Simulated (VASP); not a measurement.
# AlP (F-43m) in VASP: settings compared, part 2 of 3

VASP 6.6.1. The steps go on from the part before.

### 4 Single point, r2SCAN

This run uses another cell than the first one, of 26.23 Å³/atom, 1.185 times its volume.

POSCAR

```
AlP
1.0
    0.0000000000      2.9711838392      2.9711838392
    2.9711838392      0.0000000000      2.9711838392
    2.9711838392      2.9711838392      0.0000000000
Al P
1 1
Direct
    0.0000000000      0.0000000000      0.0000000000
    0.7500000000      0.7500000000      0.7500000000
```

INCAR.step1

```
SYSTEM = AlP
  ALGO = Normal
  EDIFF = 1E-5
  ENCUT = 550
  GGA = PE
  GGA_COMPAT = .FALSE.
  ISMEAR = 0
  LASPH = .TRUE.
  LCHARG = .FALSE.
  LREAL = .FALSE.
  LWAVE = .TRUE.
  NBANDS = 11
  NELM = 120
  PREC = Accurate
  SIGMA = 0.1
```

INCAR.step2

```
SYSTEM = AlP
  ALGO = Normal
  EDIFF = 1E-6
  ENCUT = 550
  GGA_COMPAT = .FALSE.
  ISIF = 2
  ISMEAR = 0
  ISTART = 1
  LASPH = .TRUE.
  LCHARG = .FALSE.
  LMIXTAU = .TRUE.
  LREAL = .FALSE.
  LWAVE = .FALSE.
  METAGGA = R2SCAN
  NBANDS = 11
  NELM = 120
  PREC = Accurate
  SIGMA = 0.1
```

KPOINTS

```
k-points
0
G
  4 4 4
  0 0 0
```

Command:

```sh
> cat potpaw_PBE.64/Al/POTCAR potpaw_PBE.64/P/POTCAR > POTCAR
> cp INCAR.step1 INCAR
> mpirun -np 1 vasp_std > vasp.out
> cp INCAR.step2 INCAR
> mpirun -np 1 vasp_std > vasp.out
```

Run time: 13 s. Hardware: 1 thread of Intel Xeon 6975P-C, shared host; peak memory 0.18 GiB.

Results (log left out):

```yaml
Free_energy: -16.5428 eV
Pressure: -13.3 GPa
Band_gap_on_the_k_mesh: 1.79 eV, direct
```

Levels at points of the mesh, in eV from the valence-band top:
```csv
k point,band 1,band 2,band 3,band 4,band 5,band 6,band 7,band 8,band 9
"(0.00, 0.00, 0.00)",-10.69,0.00,0.00,0.00,1.79,4.54,4.54,4.54,8.97
"(0.50, 0.00, 0.00)",-9.51,-4.69,-0.65,-0.65,2.29,5.03,5.03,7.98,10.68
"(0.50, 0.50, 0.00)",-9.05,-4.68,-1.70,-1.70,2.23,2.74,9.74,9.74,10.36
```

Caveat: the k points lie up to 0.46 Å⁻¹ apart; the PAW data sets were made with another functional, which shifts forces and pressure a little.

### 5 Single point, revPBE, collinear spin, ferromagnetic start

This run uses another cell than the first one, of 20.49 Å³/atom, 0.926 times its volume.

INCAR

```
SYSTEM = AlP
PREC = Accurate
ENCUT = 500
EDIFF = 1E-6
ISMEAR = -4
SIGMA = 0.1
LREAL = .False.
LASPH = .True.
NELM = 200
ALGO = Normal
ISIF = 2
LWAVE = .False.
LCHARG = .False.
ISPIN = 2
MAGMOM = 0.1 0
LORBIT = 11
GGA = RE
NBANDS = 15
GGA_COMPAT = .False.
```

KPOINTS

```
Automatic mesh
0
Gamma
  4 4 4
  0 0 0
```

POSCAR

```
AlP
1.0
    0.0000000000      2.7364837130      2.7364837130
    2.7364837130      0.0000000000      2.7364837130
    2.7364837130      2.7364837130      0.0000000000
Al P
1 1
Direct
    0.0000000000      0.0000000000      0.0000000000
    0.7500000000      0.7500000000      0.7500000000
```

Command:

```sh
> cat potpaw_PBE.64/Al/POTCAR potpaw_PBE.64/P/POTCAR > POTCAR
> mpirun -np 1 vasp_std > vasp.out
```

Run time: 8.2 s. Hardware: 1 thread of Intel Xeon 6975P-C, shared host; peak memory 0.16 GiB.

The run converged. Its results:

```yaml
Free_energy: -9.8085 eV
Pressure: 3.1 GPa
Band_gap_on_the_k_mesh: 1.63 eV, indirect (least direct gap 3.35 eV)
Net_moment: 0.00 μB per cell
Valence_electrons_inside_the_program's_atomic_spheres: Al 0.78; P 2.62
```

Levels at points of the mesh, in eV from the valence-band top:
Spin up:
| k point | band 1 | band 2 | band 3 | band 4 | band 5 | band 6 | band 7 | band 8 |
| --- | --- | --- | --- | --- | --- | --- | --- | --- |
| (0.00, 0.00, 0.00) | -11.45 | 0.00 | 0.00 | 0.00 | 3.35 | 4.55 | 4.55 | 4.55 |
| (0.50, 0.00, 0.00) | -9.79 | -5.48 | -0.76 | -0.76 | 2.85 | 4.82 | 4.82 | 8.34 |
| (0.50, 0.50, 0.00) | -9.13 | -5.27 | -2.09 | -2.09 | 1.63 | 2.51 | 11.06 | 11.06 |
Spin down:
```
           k point  band 1  band 2  band 3  band 4  band 5  band 6  band 7  band 8
(0.00, 0.00, 0.00)  -11.45    0.00    0.00    0.00    3.35    4.55    4.55    4.55
(0.50, 0.00, 0.00)   -9.79   -5.48   -0.76   -0.76    2.85    4.82    4.82    8.34
(0.50, 0.50, 0.00)   -9.13   -5.27   -2.09   -2.09    1.63    2.51   11.06   11.06
```

Caveat: the k points lie up to 0.50 Å⁻¹ apart; the PAW data sets were made with another functional, which shifts forces and pressure a little. A k mesh can miss the band edges.

### 6 Relaxation of the atoms, LDA

This run uses another cell than the first one, of 20.49 Å³/atom, 0.926 times its volume.

INCAR

```
SYSTEM = AlP
ALGO = Normal
EDIFF = 1E-7
EDIFFG = -0.004
ENCUT = 450
GGA = CA
GGA_COMPAT = .FALSE.
IBRION = 2
ISIF = 2
ISMEAR = 0
LASPH = .TRUE.
LCHARG = .FALSE.
LREAL = .FALSE.
LWAVE = .FALSE.
NELM = 120
NELMIN = 4
NSW = 50
PREC = Accurate
SIGMA = 0.1
```

KPOINTS

```
k-points
0
G
  1 1 1
  0 0 0
```

POSCAR is that of step 5.

Potentials or basis: VASP PAW LDA potentials, release 64 (Al, P).

Command:

```sh
> cat potpaw_LDA.64/Al/POTCAR potpaw_LDA.64/P/POTCAR > POTCAR
> mpirun -np 1 vasp_gam > vasp.out
```

OUTCAR:

```text
SYSTEM = AlP
   EDIFF = 1E-7
   EDIFFG = -0.004
   ENCUT = 450
   GGA = CA
   IBRION = 2
   ISIF = 2
   ISMEAR = 0
   LASPH = .TRUE.
   LREAL = .FALSE.
   NELM = 120
   NELMIN = 4
   NSW = 50
   PREC = Accurate

 ion  position               nearest neighbor table
   1  0.000  0.000  0.000-   2 2.37   2 2.37   2 2.37   2 2.37
   2  0.750  0.750  0.750-   1 2.37   1 2.37   1 2.37   1 2.37

  LATTYP: Found a face centered cubic cell.
 ALAT       =     5.4729674260

  Lattice vectors:

 A1 = (   0.0000000000,   2.7364837130,   2.7364837130)
 A2 = (   2.7364837130,   0.0000000000,   2.7364837130)
 A3 = (   2.7364837130,   2.7364837130,   0.0000000000)

Analysis of symmetry for initial positions (statically):
=====================================================================
 Subroutine PRICEL returns:
 Original cell was already a primitive cell.

 Routine SETGRP: Setting up the symmetry group for a
 face centered cubic supercell.

 Subroutine GETGRP returns: Found 24 space group operations
 (whereof 24 operations were pure point group operations)
[... 138 lines left out ...]
  free energy    TOTEN  =         2.27545865 eV

  energy without entropy =        2.27545865  energy(sigma->0) =        2.27545865

 E-fermi :   6.2072     XC(G=0):  -9.0846

 val. band max:        5.7013099990   @ k =   0.0000   0.0000   0.0000
 cond. band min:       8.3713797590   @ k =   0.0000   0.0000   0.0000
 fundamental gap:      2.6700697600
 Fermi energy:         6.2071865577

 k-point     1 :       0.0000    0.0000    0.0000
  band No.  band energies     occupation
      1      -6.0384      2.00000
      2       5.7013      2.00000
      3       5.7013      2.00000
      4       5.7013      2.00000
      5       8.3714      0.00000
      6       9.1631      0.00000
      7       9.1631      0.00000
      8       9.1631      0.00000

------------------------ aborting loop because EDIFF is reached ----------------------------------------

  FORCE on cell =-STRESS in cart. coord.  units (eV):
  Direction    XX          YY          ZZ          XY          YZ          ZX
  --------------------------------------------------------------------------------------
  -------------------------------------------------------------------------------------
  Total        7.0006245      7.0006245      7.0006245      0.0000000      0.0000000      0.0000000
  in kB      273.6772959    273.6772959    273.6772959      0.0000000      0.0000000      0.0000000
  external PRESSURE =     273.6772959 kB  Pullay stress =       0.0000000 kB

 VOLUME and BASIS-vectors are now :
 -----------------------------------------------------------------------------
  energy-cutoff  :      450.00
  volume of cell :       40.98
      direct lattice vectors                 reciprocal lattice vectors
     0.000000000  2.736483713  2.736483713    -0.182716235  0.182716235  0.182716235
     2.736483713  0.000000000  2.736483713     0.182716235 -0.182716235  0.182716235
     2.736483713  2.736483713  0.000000000     0.182716235  0.182716235 -0.182716235

 POSITION                                       TOTAL-FORCE (eV/Angst)
 -----------------------------------------------------------------------------------
      0.00000      0.00000      0.00000        -0.000000     -0.000000     -0.000000
      4.10473      4.10473      4.10473         0.000000      0.000000      0.000000
 -----------------------------------------------------------------------------------
    total drift:                                0.000000      0.000000     -0.000000

  FREE ENERGIE OF THE ION-ELECTRON SYSTEM (eV)
  ---------------------------------------------------
  free  energy   TOTEN  =         2.2754586452 eV

  energy  without entropy=        2.2754586452  energy(sigma->0) =        2.27545865

 reached required accuracy - stopping structural energy minimisation
```

OSZICAR:

```text
N       E                     dE             d eps       ncg     rms          rms(c)
DAV:   1     0.295295994668E+02    0.29530E+02   -0.40692E+03    16   0.696E+02
DAV:   2     0.376004999367E+00   -0.29154E+02   -0.29154E+02    24   0.955E+01
DAV:   3    -0.432294560259E+00   -0.80830E+00   -0.80830E+00    16   0.198E+01
DAV:   4    -0.438903177717E+00   -0.66086E-02   -0.66086E-02    16   0.208E+00
DAV:   5    -0.438991956854E+00   -0.88779E-04   -0.88779E-04    16   0.274E-01    0.793E+00
DAV:   6     0.190195925698E+01    0.23410E+01   -0.57333E+00    16   0.114E+01    0.572E+00
DAV:   7     0.225441749378E+01    0.35246E+00   -0.12264E+00    16   0.560E+00    0.393E+00
DAV:   8     0.227486048966E+01    0.20443E-01   -0.14286E-01    16   0.213E+00    0.445E-01
DAV:   9     0.227590904242E+01    0.10486E-02   -0.10124E-02    16   0.546E-01    0.257E-01
DAV:  10     0.227551767992E+01   -0.39136E-03   -0.64162E-04    16   0.157E-01    0.117E-01
DAV:  11     0.227545831771E+01   -0.59362E-04   -0.89267E-05    24   0.737E-02    0.343E-02
DAV:  12     0.227545886721E+01    0.54949E-06   -0.58396E-06    16   0.157E-02    0.160E-02
DAV:  13     0.227545863166E+01   -0.23554E-06   -0.27668E-07    16   0.367E-03    0.290E-03
DAV:  14     0.227545864524E+01    0.13580E-07   -0.16358E-07     8   0.179E-03
   1 F= 0.22754586E+01 E0= 0.22754586E+01  d E =0.227546E+01
```

CONTCAR:

```text
AlP
   1.00000000000000
     0.0000000000000000    2.7364837130000002    2.7364837130000002
     2.7364837130000002    0.0000000000000000    2.7364837130000002
     2.7364837130000002    2.7364837130000002    0.0000000000000000
  Al              P
     1     1
Direct
     0.0000000000000000    0.0000000000000000    0.0000000000000000
     0.7500000000000000    0.7500000000000000    0.7500000000000000

  0.00000000E+00  0.00000000E+00  0.00000000E+00
  0.00000000E+00  0.00000000E+00  0.00000000E+00
```

Wall time 1.4 s (1 thread of Intel Xeon 6975P-C, shared host); peak memory 0.13 GiB.

Results:

```yaml
Free_energy: 2.2755 eV
Pressure_after_relaxing: 27.4 GPa
Band_gap_on_the_k_mesh: 2.67 eV
```

Final structure:
```xyz
2
Lattice="0.0000 2.7365 2.7365 2.7365 0.0000 2.7365 2.7365 2.7365 0.0000" Properties=species:S:1:pos:R:3 pbc="T T T"
Al    0.0000    0.0000    0.0000
P     4.1047    4.1047    4.1047
```

Levels at points of the mesh, in eV from the valence-band top:
| k point | band 1 | band 2 | band 3 | band 4 | band 5 | band 6 | band 7 | band 8 |
| --- | --- | --- | --- | --- | --- | --- | --- | --- |
| (0.00, 0.00, 0.00) | -11.74 | 0.00 | 0.00 | 0.00 | 2.67 | 3.46 | 3.46 | 3.46 |

Caveat: the k points lie up to 1.99 Å⁻¹ apart; the relaxation stopped at its first step, so nothing moved. A k mesh can miss the band edges.

(Continued in part 3 of 3.)
